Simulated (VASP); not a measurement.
# MoS2 (C2/m) in VASP: notebook

The runs below take MoS2 through single point, with PBEsol+D3(BJ).

Everything below comes from runs of VASP 6.6.1. Logs are shortened: lines on timing, memory, paths and dates and some standing lists are left out, and cuts for length are marked.

### 1 The cell of the first run

The structure is monoclinic, space group C2/m (No. 12). Conventional cell: a = 5.521 Å, b = 3.080 Å, c = 6.082 Å, α = 90.00°, β = 107.61°, γ = 90.00°. Within 3.2 Å of Mo (site symmetry 2/m) lie 6 S at 2.39 to 2.50 Å and 6 Mo at 3.08 to 3.16 Å. S (site symmetry m) has 3 Mo at 2.39 to 2.50 Å and 9 S at 3.08 to 3.25 Å within 3.3 Å.

### 2 Single point, PBEsol+D3(BJ) (atoms displaced along a vibrational mode, the cell strained)

INCAR reads:

```
PREC = Accurate
ENCUT = 520
EDIFF = 1E-7
ISMEAR = 0
SIGMA = 0.15
LREAL = False
LASPH = True
NELM = 80
ALGO = Normal
ISIF = 2
LWAVE = False
LCHARG = False
GGA = PS
IVDW = 12
NBANDS = 20
```

KPOINTS reads:

```
regular mesh
0
Gamma
  15 15 15
```

POSCAR reads:

```
MoS2
1.0
    1.5399048573      0.9201817408      5.7970502989
   -1.5399048573      0.9201817408      5.7970502989
    0.0000000000     -1.8403634817      5.7970502989
Mo S
1 2
Direct
    0.0000000000      0.0000000000      0.0000000000
    0.7469489439      0.7469489439      0.7837854171
    0.2530510561      0.2530510561      0.2162145829
```

Potentials or basis: VASP PAW PBE potentials, release 64 (Mo_sv, S).

Started as:

```sh
> cat potpaw_PBE.64/Mo_sv/POTCAR potpaw_PBE.64/S/POTCAR > POTCAR
> mpirun -np 1 vasp_std > vasp.out
```

OUTCAR:

```text
PREC = Accurate
   ENCUT = 520
   EDIFF = 1E-7
   ISMEAR = 0
   LREAL = False
   LASPH = True
   NELM = 80
   ISIF = 2
   GGA = PS
   IVDW = 12
 IVDW          = 12

 ion  position               nearest neighbor table
   1  0.000  0.000  0.000-   2 2.39   2 2.39   3 2.39   3 2.39   2 2.50   3 2.50
   2  0.747  0.747  0.784-   1 2.39   1 2.39   1 2.50
   3  0.253  0.253  0.216-   1 2.39   1 2.39   1 2.50

  LATTYP: Found a base centered monoclinic cell.
 ALAT       =     5.5210904450
 B/A-ratio  =     0.5578263470
 C/A-ratio  =     1.1016238484
 COS(beta)  =    -0.3025836213

  Lattice vectors:

 A1 = (   1.5399048573,   2.7605452225,   0.0000000000)
 A2 = (  -1.5399048573,   2.7605452225,   0.0000000000)
 A3 = (   0.0000000000,  -1.8403634817,   5.7970502989)

Analysis of symmetry for initial positions (statically):
=====================================================================
 Subroutine PRICEL returns:
 Original cell was already a primitive cell.

 Routine SETGRP: Setting up the symmetry group for a
 base centered monoclinic supercell.

 Subroutine GETGRP returns: Found  4 space group operations
 (whereof  4 operations were pure point group operations)
 out of a pool of  4 trial point group operations.

The static configuration has the point symmetry C_2h.

Analysis of symmetry for dynamics (positions and initial velocities):
=====================================================================
 Subroutine PRICEL returns:
 Original cell was already a primitive cell.

 Routine SETGRP: Setting up the symmetry group for a
 base centered monoclinic supercell.

 Subroutine GETGRP returns: Found  4 space group operations
 (whereof  4 operations were pure point group operations)
 out of a pool of  4 trial point group operations.

The dynamic configuration has the point symmetry C_2h.

 Subroutine INISYM returns: Found  4 space group operations
 (whereof  4 operations are pure point group operations),
 and found     1 'primitive' translations

----------------------------------------------------------------------------------------

                                     Primitive cell

  volume of cell :      49.2863

  direct lattice vectors                    reciprocal lattice vectors
[... 85 lines left out ...]
   LSORBIT =      F    spin-orbit coupling
   LASPH  =      T    aspherical Exc in radial PAW
   ENCUT  =  520.0 eV  38.22 Ry    6.18 a.u.  11.28 11.28 11.31*2*pi/ulx,y,z
   NELM   =     80;   NELMIN=  2; NELMDL= -5     # of ELM steps
   EDIFF  = 0.1E-06   stopping-criterion for ELM
   LREAL  =      F    real-space projection
   EDIFFG = 0.1E-05   stopping-criterion for IOM
   NSW    =      0    number of steps for IOM
   IBRION =     -1    ionic relax: 0-MD 1-quasi-New 2-CG
   NFREE  =      0    steps in history (QN), initial steepest desc. (CG)
   ISIF   =      2    stress and relaxation
   ISYM   =      2    0-nonsym 1-usesym 2-fastsym
   POTIM  = 0.5000    time-step for ionic-motion
   TEBEG  =    0.0;   TEEND  =   0.0 temperature during run
   PSTRESS=    0.0 pullay stress
   NELECT =      26.0000    total number of electrons
   NUPDOWN=      -1.0000    fix difference up-down
   EMIN   =  10.00;   EMAX   =-10.00  energy-range for DOS
   EFERMI =   0.00;   METHOD = LEGACY
   ISMEAR =     0;   SIGMA  =   0.15  broadening in eV -4-tet -1-fermi 0-gaus
   EFERMI_NEDOS =   21; number of points for ismear=-14 and -15
   IALGO  =     38    algorithm
   IMIX   =      4    mixing-type and parameters
     AMIX     =   0.40;   BMIX     =  1.00
     AMIX_MAG =   1.60;   BMIX_MAG =  1.00
  volume/ion in A,a.u.               =      16.43       110.87
  Fermi-wavevector in a.u.,A,eV,Ry     =   1.322789  2.499709 23.807087  1.749772
  Thomas-Fermi vector in A             =   2.452445
   LORBIT       =      0    0 simple, 1 ext, 2 COOP (PROOUT), +10 PAW based schemes
   GGA     = PS    functional components
   LHFCALC =     F    Hartree Fock is set to
   AEXX    =    0.0000 exact exchange contribution
   IVDW    =    12    specifies the selected vdW correction
   LEPSILON=     F    determine dielectric tensor
   LRPA    =     F    only Hartree local field effects (RPA)
 non-spin polarized calculation
 Gauss-broadening in eV      SIGMA  =   0.15
  energy-cutoff  :      520.00
  volume of cell :       49.29
 maximum number of plane-waves:      1354
 NGX is ok and might be reduce to    48
   NGX = 23   NGY = 23   NGZ = 23

 number of electron      26.0000000 magnetization

 Free energy of the ion-electron system (eV)
  ---------------------------------------------------
  ext. energy  EPLUGINS =         0.00000000
  ---------------------------------------------------
  free energy    TOTEN  =       -22.53965961 eV

  energy without entropy =      -22.52989180  energy(sigma->0) =      -22.53477571

 E-fermi :   8.6633     XC(G=0): -11.5766

 val. band max:        8.6624666692   @ k =  -0.4000   0.1333   0.4000
 cond. band min:       8.6660344010   @ k =   0.2667   0.0667   0.4667
 fundamental gap:      0.0035677318
 Fermi energy:         8.6632858952

 k-point     1 :       0.0000    0.0000    0.0000
  band No.  band energies     occupation
      1     -52.8739      2.00000
      2     -27.0177      2.00000
      3     -26.8390      2.00000
      4     -26.8343      2.00000
      5      -6.6719      2.00000
      6      -4.6806      2.00000
[... 541 lines left out ...]
     19      16.6729      0.00000
     20      17.6170      0.00000

 [... further k-points ...]

------------------------ aborting loop because EDIFF is reached ----------------------------------------

 Edisp (eV)   -1.20140

 E8    (eV) :    -0.7550

  FORCE on cell =-STRESS in cart. coord.  units (eV):
  Direction    XX          YY          ZZ          XY          YZ          ZX
  --------------------------------------------------------------------------------------
  -------------------------------------------------------------------------------------
  Total       0.30606    -3.33636    -1.01401     0.00000     1.92762     0.00000
  in kB       9.94932  -108.45693   -32.96308     0.00000    62.66217     0.00000
  external pressure =      -43.82 kB  Pullay stress =        0.00 kB

 VOLUME and BASIS-vectors are now :
 -----------------------------------------------------------------------------
  energy-cutoff  :      520.00
  volume of cell :       49.29
      direct lattice vectors                 reciprocal lattice vectors
     1.539904857  0.920181741  5.797050299     0.324695385  0.181123640  0.057500507
    -1.539904857  0.920181741  5.797050299    -0.324695385  0.181123640  0.057500507
     0.000000000 -1.840363482  5.797050299     0.000000000 -0.362247281  0.057500507

 POSITION                                       TOTAL-FORCE (eV/Angst)
 -----------------------------------------------------------------------------------
      0.00000      0.00000      0.00000         0.000000     -0.000000      0.000000
      0.00000     -0.06779     13.20384         0.000000      0.645778     -0.304225
      0.00000      0.06779      4.18731         0.000000     -0.645778      0.304225
 -----------------------------------------------------------------------------------
    total drift:                                0.000000      0.000000     -0.000000

  FREE ENERGIE OF THE ION-ELECTRON SYSTEM (eV)
  ---------------------------------------------------
  free  energy   TOTEN  =       -23.7410557388 eV

  energy  without entropy=      -23.7312879262  energy(sigma->0) =      -23.73617183
```

OSZICAR:

```text
N       E                     dE             d eps       ncg     rms          rms(c)
DAV:   1     0.175712991149E+03    0.17571E+03   -0.13549E+04 36216   0.124E+03
DAV:   2    -0.168963103085E+02   -0.19261E+03   -0.18750E+03 43812   0.316E+02
DAV:   3    -0.239445045232E+02   -0.70482E+01   -0.69551E+01 44972   0.557E+01
DAV:   4    -0.240206827864E+02   -0.76178E-01   -0.76098E-01 43400   0.611E+00
DAV:   5    -0.240216949607E+02   -0.10122E-02   -0.10121E-02 45060   0.694E-01    0.246E+01
DAV:   6    -0.231391485529E+02    0.88255E+00   -0.14676E+01 38552   0.204E+01    0.958E+00
DAV:   7    -0.227234773675E+02    0.41567E+00   -0.72045E+00 37316   0.133E+01    0.639E+00
DAV:   8    -0.225405558243E+02    0.18292E+00   -0.10105E+00 39416   0.530E+00    0.190E+00
DAV:   9    -0.225411228166E+02   -0.56699E-03   -0.29129E-02 43020   0.106E+00    0.637E-01
DAV:  10    -0.225397326367E+02    0.13902E-02   -0.11627E-02 40332   0.676E-01    0.153E-01
DAV:  11    -0.225396810974E+02    0.51539E-04   -0.63100E-04 41292   0.160E-01    0.411E-02
DAV:  12    -0.225396564247E+02    0.24673E-04   -0.80082E-05 40912   0.576E-02    0.246E-02
DAV:  13    -0.225396599056E+02   -0.34808E-05   -0.10614E-05 42128   0.179E-02    0.842E-03
DAV:  14    -0.225396597753E+02    0.13025E-06   -0.90578E-07 41756   0.551E-03    0.388E-03
DAV:  15    -0.225396596319E+02    0.14342E-06   -0.17527E-07 25616   0.230E-03    0.997E-04
DAV:  16    -0.225396596130E+02    0.18916E-07   -0.54098E-08 21796   0.164E-03
   1 F= -.23741056E+02 E0= -.23736172E+02  d E =-.976781E-02
```

It took 17 min on 1 thread of Intel Xeon 6975P-C (Granite Rapids), shared host; peak memory 0.96 GiB.

What came out:

```
Free energy                : -23.7411 eV
Pressure                   : -4.4 GPa
Largest force              : 0.714 eV/Å
Band gap on the k mesh     : zero (bands 13 and 14 overlap by 0.65 eV)
Dispersion energy per atom : -0.400 eV
```

Forces in eV/Å, atoms in the order of the input:
```
Mo   0.000  0.000  0.000
S    0.000  0.646 -0.304
S    0.000 -0.646  0.304
```

Stress tensor (GPa, compression positive):
```
  0.99   0.00   0.00
  0.00 -10.85   6.27
  0.00   6.27  -3.30
```

Caveat: the cell differs from its parent crystal (atoms displaced along a vibrational mode, the cell strained); the stress differs along the axes, from -11 to 1 GPa; the PAW data sets were made with another functional, which shifts forces and pressure a little.

### 3 Single point, PBEsol+D3(BJ) (atoms displaced along a vibrational mode)

INCAR reads:

```
PREC     = Accurate       # precision mode
ENCUT    = 520            # plane-wave cutoff, eV
EDIFF    = 1E-6           # SCF threshold, eV
ISMEAR   = 0              # smearing method
SIGMA    = 0.15           # smearing width, eV
LREAL    = F              # projectors in reciprocal space
LASPH    = T              # aspherical terms in the spheres
NELM     = 80             # most SCF steps
ALGO     = Normal         # electronic algorithm
ISIF     = 2              # what is computed and relaxed
LWAVE    = F              # write WAVECAR
LCHARG   = F              # write CHGCAR
GGA      = PS             # functional
IVDW     = 12             # dispersion correction
NBANDS   = 20             # bands
```

KPOINTS is that of step 2.

POSCAR reads:

```
MoS2
1.0
    1.5399048573      0.8890644839      5.7970502989
   -1.5399048573      0.8890644839      5.7970502989
    0.0000000000     -1.7781289678      5.7970502989
Mo S
1 2
Direct
    0.0000000000      0.0000000000      0.0000000000
    0.7715065927      0.7715065927      0.7346701195
    0.2284934073      0.2284934073      0.2653298805
```

Potentials or basis: VASP PAW PBE potentials, release 64 (Mo_sv, S).

Started as:

```sh
> cat potpaw_PBE.64/Mo_sv/POTCAR potpaw_PBE.64/S/POTCAR > POTCAR
> mpirun -np 1 vasp_std > vasp.out
```

It took 30 min on 1 thread of AMD EPYC 9R45 (Zen 5), shared host; peak memory 0.9 GiB.

The run converged. Its results:

| Quantity | Value |
| --- | --- |
| Free energy | -23.8073 eV |
| Pressure | 0.3 GPa |
| Largest force | 0.604 eV/Å |
| Band gap on the k mesh | zero (bands 13 and 14 overlap by 0.49 eV) |
| Dispersion energy per atom | -0.415 eV |

Forces on the atoms (eV/Å):
```
Mo   0.000  0.000  0.000
S    0.000 -0.602  0.045
S    0.000  0.602 -0.045
```

Stress tensor (GPa, compression positive):
```
-2.12  0.00  0.00
 0.00  2.54 -5.85
 0.00 -5.85  0.60
```

Levels at points of the mesh, in eV from the Fermi level:
| k point | band 10 | band 11 | band 12 | band 13 | band 14 | band 15 | band 16 | band 17 |
| --- | --- | --- | --- | --- | --- | --- | --- | --- |
| (0.00, 0.00, 0.00) | -1.82 | -1.13 | -0.85 | -0.63 | 0.27 | 0.31 | 3.17 | 3.37 |

Caveat: the cell differs from its parent crystal (atoms displaced along a vibrational mode); the PAW data sets were made with another functional, which shifts forces and pressure a little.

### 4 Single point, PBEsol+D3(BJ) (atoms displaced along a vibrational mode)

INCAR reads:

```
SYSTEM = MoS2
ALGO = Normal
EDIFF = 1E-7
ENCUT = 520
GGA = PS
ISIF = 2
ISMEAR = 0
IVDW = 12
LASPH = .TRUE.
LCHARG = .FALSE.
LREAL = .FALSE.
LWAVE = .FALSE.
NBANDS = 20
NELM = 80
PREC = Accurate
SIGMA = 0.15
```

KPOINTS reads:

```
k-points
0
G
  15 15 15
  0 0 0
```

POSCAR reads:

```
MoS2
1.0
    1.5399048573      0.8890644839      5.7970502989
   -1.5399048573      0.8890644839      5.7970502989
    0.0000000000     -1.7781289678      5.7970502989
Mo S
1 2
Direct
    0.0000000000      0.0000000000      0.0000000000
    0.7469489439      0.7469489439      0.7837854171
    0.2530510561      0.2530510561      0.2162145829
```

Started as:

```sh
> cat potpaw_PBE.64/Mo_sv/POTCAR potpaw_PBE.64/S/POTCAR > POTCAR
> mpirun -np 1 vasp_std > vasp.out
```

It took 29 min on 1 thread of AMD EPYC 9R45 (Zen 5), shared host; peak memory 0.9 GiB.

It converged, with:

```
Free energy                : -23.8098 eV
Pressure                   : 0.3 GPa
Largest force              : 0.547 eV/Å
Band gap on the k mesh     : zero (bands 13 and 14 overlap by 0.52 eV)
Dispersion energy per atom : -0.415 eV
```

Forces in eV/Å, atoms in the order of the input:
```
Mo   0.000  0.000  0.000
S    0.000  0.545  0.041
S    0.000 -0.545 -0.041
```

Stress tensor (GPa, compression positive):
```
 2.46  0.00  0.00
 0.00 -2.06  5.33
 0.00  5.33  0.55
```

Levels at points of the mesh, in eV from the Fermi level:
```
           k point  band 9  band 10  band 11  band 12  band 13  band 14  band 15  band 16  band 17  band 18
(0.00, 0.00, 0.00)   -3.60    -1.82    -1.13    -0.87    -0.62     0.27     0.31     3.14     3.39     6.38
```

Caveat: the cell differs from its parent crystal (atoms displaced along a vibrational mode); the PAW data sets were made with another functional, which shifts forces and pressure a little.

### 5 Overview

```tsv
cell	gap on the mesh (eV)	pressure (GPa)	largest force (eV/Å)
a = 6.068, b = 6.068, c = 6.082 Å, angles 30.2, 30.2, 29.4°, 3 atoms, atomic positions A	none	-4.4	0.71
a = 6.064 Å, angles 29.4°, 3 atoms, atomic positions B	none	0.3	0.60
a = 6.064 Å, angles 29.4°, 3 atoms, atomic positions A	none	0.3	0.55
```

Alike in all rows: task single point; level PBEsol+D3(BJ); potentials or basis VASP PAW PBE potentials, release 64 (Mo_sv, S); no spin polarisation; k mesh 15 × 15 × 15; cutoff (eV) 520; smearing gaussian 0.15 eV.

Caveats: the PAW data sets were made with another functional, which shifts forces and pressure a little; the stress differs along the axes, from -11 to 1 GPa (at least some runs).

Absolute energies hang on the potentials; compare differences alone.
